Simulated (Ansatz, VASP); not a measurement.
GaSb: VASP beside Ansatz

The input INCAR:

```
PREC = Accurate
ENCUT = 520
EDIFF = 1E-6
ISMEAR = 0
SIGMA = 0.15
LREAL = False
LASPH = True
NELM = 100
ALGO = Normal
ISIF = 2
LWAVE = False
LCHARG = True
GGA = PE
LELF = True
LVHAR = True
NBANDS = 16
```

KPOINTS

```
Automatic mesh
0
Gamma
  16 16 16
```

Contents of POSCAR:

```
GaSb
1.0
    0.0000000000      3.0758514253      3.1069206316
    3.0758514253      0.0000000000      3.1069206316
    3.0758514253      3.0758514253      0.0000000000
Ga Sb
1 1
Direct
    0.0000000000      0.0000000000      0.0000000000
    0.7500000000      0.7500000000      0.7500000000
```

Input for Ansatz:

```yaml
crystal:
  lattice:
    - [0.0, 3.0758514253, 3.1069206316]
    - [3.0758514253, 0.0, 3.1069206316]
    - [3.0758514253, 3.0758514253, 0.0]
  atoms:
    - { symbol: Ga, position: [0.0, 0.0, 0.0] }
    - { symbol: Sb, position: [0.75, 0.75, 0.75] }
basis:
  ecutwfc: 420
kpoints:
  mp_grid: { grid: [16, 16, 16] }
hamiltonian:
  xc: pbe
scf:
  occupations: { method: gaussian, width: 0.15 }
output:
  forces: true
  stress: true
  eigenvalues: true
```

Change from the starting cell: strain -0.0100 x Voigt [1, 1, 0, 0, 0, 0], atoms carried along.

Alike in both runs: task single point; functional PBE; k mesh 16 × 16 × 16; occupations gaussian, width 0.15 eV; no spin polarisation.

```csv
,VASP,Ansatz
version,VASP 6.6.1,Ansatz 0.2.0
potentials or method,"VASP PAW PBE potentials, release 64 (Ga_d, Sb), cutoff 520 eV","scalar-relativistic, plane waves, PAW"
valence electrons in the cell,18,28
```

```tsv
	VASP	Ansatz	Ansatz less VASP
gap on the k mesh at the Fermi level (eV)	none	none	-
pressure (GPa)	1.0	0.9	-0.06
traceless stress, the component that is largest in VASP (GPa)	-0.29	-0.29	0.000
```

A gap of «none» marks a metal or a gap that the smearing closes. VASP's potentials hold 18 valence electrons a cell and Ansatz's 28, so a difference there can come from the potentials and not from the codes.

Neither program's run includes spin-orbit coupling.
